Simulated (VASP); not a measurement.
# WSe2 (P1) in VASP: a series of runs

Runs on WSe2. Level: PBE. Tasks: single point.

All numbers are computed with VASP 6.6.1; they aren't measurements. Logs are shortened: lines on timing, memory, paths and dates and some standing lists are left out, and cuts for length are marked.

## Step 1: The cell of the first run

The typed cell holds 6 atoms: a = 3.290 Å, b = 3.290 Å, c = 12.970 Å, α = 90.00°, β = 90.00°, γ = 120.00°.

## Step 2: Single point, PBE (atom 3 (Se) moved -0.180 Å along Cartesian [1 -1 0])

File INCAR:

```
PREC = Accurate
ENCUT = 520
EDIFF = 1E-6
ISMEAR = 0
SIGMA = 0.05
LREAL = False
LASPH = True
NELM = 80
ALGO = Normal
ISIF = 2
LWAVE = False
LCHARG = False
GGA = PE
NBANDS = 35
```

File KPOINTS:

```
regular mesh
0
Gamma
  12 12 2
```

File POSCAR:

```
WSe2
1.0
    3.2899984505      0.0000000000      0.0000000000
   -1.6449992252      2.8492222365      0.0000000000
    0.0000000000      0.0000000000     12.9700000000
W Se
2 4
Direct
    0.3333333333      0.6666666667      0.2500000000
    0.6666666667      0.3333333333      0.7500000000
    0.3169824052      0.7113382332      0.6210000000
    0.6666666667      0.3333333333      0.1210000000
    0.3333333333      0.6666666667      0.8790000000
    0.6666666667      0.3333333333      0.3790000000
```

Potentials or basis: VASP PAW PBE potentials, release 64 (W_sv, Se).

Started as:

```
> cat potpaw_PBE.64/W_sv/POTCAR potpaw_PBE.64/Se/POTCAR > POTCAR
> mpirun -np 1 vasp_std > vasp.out
```

OUTCAR:

```text
PREC = Accurate
   ENCUT = 520
   EDIFF = 1E-6
   ISMEAR = 0
   LREAL = False
   LASPH = True
   NELM = 80
   ISIF = 2
   GGA = PE

 ion  position               nearest neighbor table
   1  0.333  0.667  0.250-   4 2.53   6 2.53   4 2.53   6 2.53   4 2.53   6 2.53
   2  0.667  0.333  0.750-   3 2.44   3 2.50   5 2.53   5 2.53   5 2.53   3 2.66
   3  0.317  0.711  0.621-   2 2.44   2 2.50   2 2.66
   4  0.667  0.333  0.121-   1 2.53   1 2.53   1 2.53
   5  0.333  0.667  0.879-   2 2.53   2 2.53   2 2.53
   6  0.667  0.333  0.379-   1 2.53   1 2.53   1 2.53

  LATTYP: Found a hexagonal cell.
 ALAT       =     3.2899984505
 C/A-ratio  =     3.9422510968

  Lattice vectors:

 A1 = (   3.2899984505,   0.0000000000,   0.0000000000)
 A2 = (  -1.6449992252,   2.8492222365,   0.0000000000)
 A3 = (   0.0000000000,   0.0000000000,  12.9700000000)

Analysis of symmetry for initial positions (statically):
=====================================================================
 Subroutine PRICEL returns:
 Original cell was already a primitive cell.

 Routine SETGRP: Setting up the symmetry group for a
 hexagonal supercell.

 Subroutine GETGRP returns: Found  1 space group operations
 (whereof  1 operations were pure point group operations)
 out of a pool of 24 trial point group operations.

The static configuration has the point symmetry C_1 .

Analysis of symmetry for dynamics (positions and initial velocities):
=====================================================================
 Subroutine PRICEL returns:
 Original cell was already a primitive cell.

 Routine SETGRP: Setting up the symmetry group for a
 hexagonal supercell.

 Subroutine GETGRP returns: Found  1 space group operations
 (whereof  1 operations were pure point group operations)
 out of a pool of 24 trial point group operations.

The dynamic configuration has the point symmetry C_1 .

 Subroutine INISYM returns: Found  1 space group operations
 (whereof  1 operations are pure point group operations),
 and found     1 'primitive' translations

----------------------------------------------------------------------------------------

                                     Primitive cell

  volume of cell :     121.5800

  direct lattice vectors                    reciprocal lattice vectors
     3.289998451  0.000000000  0.000000000     0.303951511  0.175486487  0.000000000
    -1.644999225  2.849222237  0.000000000     0.000000000  0.350972973  0.000000000
     0.000000000  0.000000000 12.970000000     0.000000000  0.000000000  0.077101002

  length of vectors
     3.289998451  3.289998450 12.970000000     0.350972973  0.350972973  0.077101002

  position of ions in fractional coordinates (direct lattice)
     0.333333333  0.666666667  0.250000000
     0.666666667  0.333333333  0.750000000
     0.316982405  0.711338233  0.621000000
     0.666666667  0.333333333  0.121000000
     0.333333333  0.666666667  0.879000000
     0.666666667  0.333333333  0.379000000

  ion indices of the primitive-cell ions
   primitive index   ion index
                 1           1
                 2           2
                 3           3
                 4           4
                 5           5
                 6           6

----------------------------------------------------------------------------------------

 KPOINTS: regular mesh

Automatic generation of k-mesh.
 Grid dimensions read from file:
 generate k-points for:   12   12    2

 Generating k-lattice:

  Cartesian coordinates                     Fractional coordinates (reciprocal lattice)
     0.025329293  0.014623874  0.000000000     0.083333333 -0.000000000  0.000000000
     0.000000000  0.029247748  0.000000000     0.000000000  0.083333333  0.000000000
     0.000000000  0.000000000  0.038550501     0.000000000  0.000000000  0.500000000

  Length of vectors
     0.029247748  0.029247748  0.038550501

  Shift w.r.t. Gamma in fractional coordinates (k-lattice)
     0.000000000  0.000000000  0.000000000

 Subroutine IBZKPT returns following result:
 ===========================================

 Found    148 irreducible k-points:

 Following reciprocal coordinates:
            Coordinates               Weight
  0.000000  0.000000  0.000000      1.000000
  0.083333 -0.000000  0.000000      2.000000
  0.000000  0.083333  0.000000      2.000000
 -0.083333  0.083333  0.000000      2.000000
  0.166667 -0.000000  0.000000      2.000000
  0.000000  0.166667  0.000000      2.000000
[... 16 lines left out ...]
  0.166667  0.083333  0.000000      2.000000
 -0.083333  0.250000  0.000000      2.000000
 [... further k-points ...]
   k-points           NKPTS =    148   k-points in BZ     NKDIM =    148   number of bands    NBANDS=     35
   number of dos      NEDOS =    301   number of ions     NIONS =      6
   total plane-waves  NPLWV =  55296
   dimension x,y,z NGX =    24 NGY =   24 NGZ =   96
   dimension x,y,z NGXF=    48 NGYF=   48 NGZF=  192
   ions per type =               2   4
   NGX,Y,Z   is equivalent  to a cutoff of  12.13, 12.13, 12.31 a.u.
   NGXF,Y,Z  is equivalent  to a cutoff of  24.25, 24.25, 24.61 a.u.
 SYSTEM =  unknown system
   PREC   = accura    normal or accurate (medium, high low for compatibility)
   ISTART =      0    job   : 0-new  1-cont  2-samecut
   ICHARG =      2    charge: 1-file 2-atom 10-const
   ISPIN  =      1    spin polarized calculation?
   LNONCOLLINEAR =      F non collinear calculations
   LSORBIT =      F    spin-orbit coupling
   LASPH  =      T    aspherical Exc in radial PAW
   ENCUT  =  520.0 eV  38.22 Ry    6.18 a.u.   6.12  6.12 24.12*2*pi/ulx,y,z
   NELM   =     80;   NELMIN=  2; NELMDL= -5     # of ELM steps
   EDIFF  = 0.1E-05   stopping-criterion for ELM
   LREAL  =      F    real-space projection
   EDIFFG = 0.1E-04   stopping-criterion for IOM
   NSW    =      0    number of steps for IOM
   IBRION =     -1    ionic relax: 0-MD 1-quasi-New 2-CG
   NFREE  =      0    steps in history (QN), initial steepest desc. (CG)
   ISIF   =      2    stress and relaxation
   ISYM   =      2    0-nonsym 1-usesym 2-fastsym
   POTIM  = 0.5000    time-step for ionic-motion
   TEBEG  =    0.0;   TEEND  =   0.0 temperature during run
   PSTRESS=    0.0 pullay stress
   NELECT =      52.0000    total number of electrons
   NUPDOWN=      -1.0000    fix difference up-down
   EMIN   =  10.00;   EMAX   =-10.00  energy-range for DOS
   EFERMI =   0.00;   METHOD = LEGACY
   ISMEAR =     0;   SIGMA  =   0.05  broadening in eV -4-tet -1-fermi 0-gaus
   EFERMI_NEDOS =   21; number of points for ismear=-14 and -15
   IALGO  =     38    algorithm
   IMIX   =      4    mixing-type and parameters
     AMIX     =   0.40;   BMIX     =  1.00
     AMIX_MAG =   1.60;   BMIX_MAG =  1.00
  volume/ion in A,a.u.               =      20.26       136.74
  Fermi-wavevector in a.u.,A,eV,Ry     =   1.233451  2.330885 20.699927  1.521402
  Thomas-Fermi vector in A             =   2.368181
   LORBIT       =      0    0 simple, 1 ext, 2 COOP (PROOUT), +10 PAW based schemes
   GGA     = PE    functional components
   LHFCALC =     F    Hartree Fock is set to
   AEXX    =    0.0000 exact exchange contribution
   IVDW    =     0    specifies the selected vdW correction
   LEPSILON=     F    determine dielectric tensor
   LRPA    =     F    only Hartree local field effects (RPA)
 non-spin polarized calculation
 Gauss-broadening in eV      SIGMA  =   0.05
  energy-cutoff  :      520.00
  volume of cell :      121.58
 maximum number of plane-waves:      3324
   NGX = 13   NGY = 13   NGZ = 49

 number of electron      51.9999992 magnetization

 Free energy of the ion-electron system (eV)
  ---------------------------------------------------
  ext. energy  EPLUGINS =         0.00000000
  ---------------------------------------------------
  free energy    TOTEN  =       -42.99006573 eV

  energy without entropy =      -42.99006573  energy(sigma->0) =      -42.99006573

 E-fermi :   6.5435     XC(G=0): -10.7545

 val. band max:        6.2749621914   @ k =   0.0000   0.0000   0.0000
 cond. band min:       7.2096438979   @ k =  -0.3333   0.1667   0.0000
 fundamental gap:      0.9346817065
 Fermi energy:         6.5434836332

 k-point     1 :       0.0000    0.0000    0.0000
  band No.  band energies     occupation
      1     -68.0605      2.00000
      2     -68.0553      2.00000
      3     -32.3101      2.00000
      4     -32.3065      2.00000
      5     -32.1895      2.00000
      6     -32.1817      2.00000
[... 27 lines left out ...]
     34       9.4052      0.00000
     35      10.8180      0.00000

 k-point     2 :       0.0833   -0.0000    0.0000
  band No.  band energies     occupation
      1     -68.0598      2.00000
      2     -68.0547      2.00000
      3     -32.3071      2.00000
      4     -32.3035      2.00000
      5     -32.2024      2.00000
      6     -32.1974      2.00000
[... 27 lines left out ...]
     34       9.3629      0.00000
     35      11.4251      0.00000

 k-point     3 :       0.0000    0.0833    0.0000
  band No.  band energies     occupation
      1     -68.0598      2.00000
      2     -68.0547      2.00000
      3     -32.3070      2.00000
      4     -32.3035      2.00000
      5     -32.2046      2.00000
      6     -32.1975      2.00000
[... 27 lines left out ...]
     34       9.3058      0.00000
     35      11.4124      0.00000
[... 723 lines left out ...]
 k-point    23 :       0.1667    0.0833    0.0000
  band No.  band energies     occupation
      1     -68.0563      2.00000
      2     -68.0511      2.00000
      3     -32.2924      2.00000
      4     -32.2881      2.00000
      5     -32.2814      2.00000
      6     -32.2746      2.00000
[... 27 lines left out ...]
     34      10.0768      0.00000
     35      12.8855      0.00000

 k-point    24 :      -0.0833    0.2500    0.0000
  band No.  band energies     occupation
      1     -68.0563      2.00000
      2     -68.0511      2.00000
      3     -32.2918      2.00000
      4     -32.2881      2.00000
      5     -32.2760      2.00000
      6     -32.2745      2.00000
[... 27 lines left out ...]
     34      10.1064      0.00000
     35      12.8785      0.00000

 [... further k-points ...]

------------------------ aborting loop because EDIFF is reached ----------------------------------------

  FORCE on cell =-STRESS in cart. coord.  units (eV):
  Direction    XX          YY          ZZ          XY          YZ          ZX
  --------------------------------------------------------------------------------------
  -------------------------------------------------------------------------------------
  Total        2.4493230      3.4487240      4.1887138      0.5101717      1.7762061     -1.4045421
  in kB       32.2771103     45.4471893     55.1987539      6.7230286     23.4067944    -18.5090169
  external PRESSURE =      44.3076845 kB  Pullay stress =       0.0000000 kB

 VOLUME and BASIS-vectors are now :
 -----------------------------------------------------------------------------
  energy-cutoff  :      520.00
  volume of cell :      121.58
      direct lattice vectors                 reciprocal lattice vectors
     3.289998451  0.000000000  0.000000000     0.303951511  0.175486487  0.000000000
    -1.644999225  2.849222237  0.000000000     0.000000000  0.350972973  0.000000000
     0.000000000  0.000000000 12.970000000     0.000000000  0.000000000  0.077101002

 POSITION                                       TOTAL-FORCE (eV/Angst)
 -----------------------------------------------------------------------------------
     -0.00000      1.89948      3.24250        -0.004919      0.005725      0.000794
      1.64500      0.94974      9.72750        -1.021343      1.178575      0.308168
     -0.12728      2.02676      8.05437         0.956691     -1.149389     -0.538552
      1.64500      0.94974      1.56937         0.001578     -0.001882     -0.217592
     -0.00000      1.89948     11.40063         0.075185     -0.041116      0.231427
      1.64500      0.94974      4.91563        -0.007193      0.008087      0.215756
 -----------------------------------------------------------------------------------
    total drift:                                0.000079      0.000038     -0.000014

  FREE ENERGIE OF THE ION-ELECTRON SYSTEM (eV)
  ---------------------------------------------------
  free  energy   TOTEN  =       -42.9900657270 eV

  energy  without entropy=      -42.9900657270  energy(sigma->0) =      -42.99006573
```

It took 14 min on 1 thread of Intel Xeon 8259CL, shared host; peak memory 0.6 GiB.

Results:

| Quantity | Value |
| --- | --- |
| Free energy | -42.9901 eV |
| Pressure | 4.4 GPa |
| Largest force | 1.590 eV/Å |
| Band gap on the k mesh | 0.93 eV (least direct gap 1.51 eV) |

Forces in eV/Å, atoms in the order of the input:
```
W   -0.005  0.006  0.001
W   -1.021  1.179  0.308
Se   0.957 -1.149 -0.539
Se   0.002 -0.002 -0.218
Se   0.075 -0.041  0.231
Se  -0.007  0.008  0.216
```

Caveat: the cell differs from its parent crystal (atom 3 (Se) moved -0.180 Å along Cartesian [1 -1 0]); the cell stands under pressure; spin-orbit coupling is left out, which moves the levels of the heavy elements; forces of over 1 eV/Å act on the atoms, so gaps and moduli don't describe the material at rest.

## Step 3: Single point, PBE (atom 3 (Se) moved -0.450 Å along Cartesian [1 -1 0])

File INCAR:

```
PREC = Accurate
ENCUT = 520
EDIFF = 1E-6
ISMEAR = 0
SIGMA = 0.05
LREAL = F
LASPH = T
NELM = 60
ALGO = Normal
ISIF = 2
LWAVE = F
LCHARG = F
GGA = PE
NBANDS = 35
```

KPOINTS is that of step 2.

Changes to POSCAR since step 2:

```diff
@@ -10,3 +10,3 @@
     0.6666666667      0.3333333333      0.7500000000
-    0.3169824052      0.7113382332      0.6210000000
+    0.2924560129      0.7783455829      0.6210000000
     0.6666666667      0.3333333333      0.1210000000
```

Potentials or basis: VASP PAW PBE potentials, release 64 (W_sv, Se).

Started as:

```
> cat potpaw_PBE.64/W_sv/POTCAR potpaw_PBE.64/Se/POTCAR > POTCAR
> mpirun -np 1 vasp_std > vasp.out
```

Wall time 7.1 min (1 thread of Intel Xeon 8259CL, shared host); peak memory 0.6 GiB.

It converged, with:

| Property | Result |
| --- | --- |
| Free energy | -42.3555 eV |
| Pressure | 6.2 GPa |
| Largest force | 3.722 eV/Å |
| Band gap on the k mesh | 0.88 eV (least direct gap 1.21 eV) |

Forces on the atoms (eV/Å):
```
W   -0.009  0.014  0.003
W   -1.838  2.778  1.662
Se   1.580 -2.742 -1.950
Se   0.003 -0.004 -0.218
Se   0.279 -0.067  0.296
Se  -0.015  0.021  0.207
```

Stress tensor (GPa, compression positive):
```
 3.31  1.78 -2.67
 1.78  6.42  5.63
-2.67  5.63  8.81
```

Levels at points of the mesh, in eV from the valence-band top:
```tsv
k point	band 23	band 24	band 25	band 26	band 27	band 28	band 29	band 30
(0.00, 0.00, 0.00)	-1.22	-1.12	-0.48	0.00	1.21	2.23	2.64	2.64
(0.50, 0.00, 0.00)	-2.00	-1.38	-1.26	-0.33	1.86	2.12	2.28	2.49
(0.00, 0.50, 0.00)	-1.89	-1.37	-1.27	-0.61	1.93	2.13	2.33	2.62
(0.50, 0.50, 0.00)	-1.43	-1.35	-1.19	-0.70	2.08	2.11	2.15	2.58
(0.00, 0.00, 0.50)	-1.55	-0.71	-0.28	-0.09	1.21	2.23	2.64	2.66
(0.50, 0.00, 0.50)	-1.99	-1.36	-1.25	-0.33	1.87	2.12	2.37	2.50
(0.00, 0.50, 0.50)	-1.87	-1.35	-1.26	-0.62	1.94	2.12	2.48	2.50
(0.50, 0.50, 0.50)	-1.38	-1.35	-1.26	-0.71	2.12	2.13	2.28	2.51
```

Caveat: the cell differs from its parent crystal (atom 3 (Se) moved -0.450 Å along Cartesian [1 -1 0]); the stress differs along the axes, from 3 to 9 GPa; spin-orbit coupling is left out, which moves the levels of the heavy elements; forces of over 1 eV/Å act on the atoms, so gaps and moduli don't describe the material at rest. A k mesh can miss the band edges.
